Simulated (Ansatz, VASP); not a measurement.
# HfC: VASP beside Ansatz

```
Hf C
1.0
     0.00000    2.32500    2.32500
     2.32500    0.00000    2.32500
     2.32500    2.32500    0.00000
Hf C
1 1
Direct
  0.50000 0.50000 0.50000
  0.00000 0.00000 0.00000
```

Alike in both runs: task single point; functional LDA; k mesh 6 × 6 × 6; occupations gaussian, width 0.1 eV; no spin polarisation.

|  | VASP | Ansatz |
| --- | --- | --- |
| version | VASP 6.6.1 | Ansatz 0.2.0 |
| potentials or method | VASP PAW LDA potentials, release 64 (Hf_pv, C), cutoff 600 eV | scalar-relativistic, plane waves, PAW |
| valence electrons in the cell | 14 | 30 |

|  | VASP | Ansatz | Ansatz less VASP |
| --- | --- | --- | --- |
| gap on the k mesh at the Fermi level (eV) | none | none | - |
| pressure (GPa) | -11.7 | -11.8 | -0.17 |

LDA's correlation is that of Perdew and Zunger in VASP and of Perdew and Wang (1992) in Ansatz. A gap of «none» marks a metal or a gap that the smearing closes. VASP's potentials hold 14 valence electrons a cell and Ansatz's 30, so a difference there can come from the potentials and not from the codes.

The k mesh is coarse, so the values compare programs but aren't converged. Neither program's run includes spin-orbit coupling.
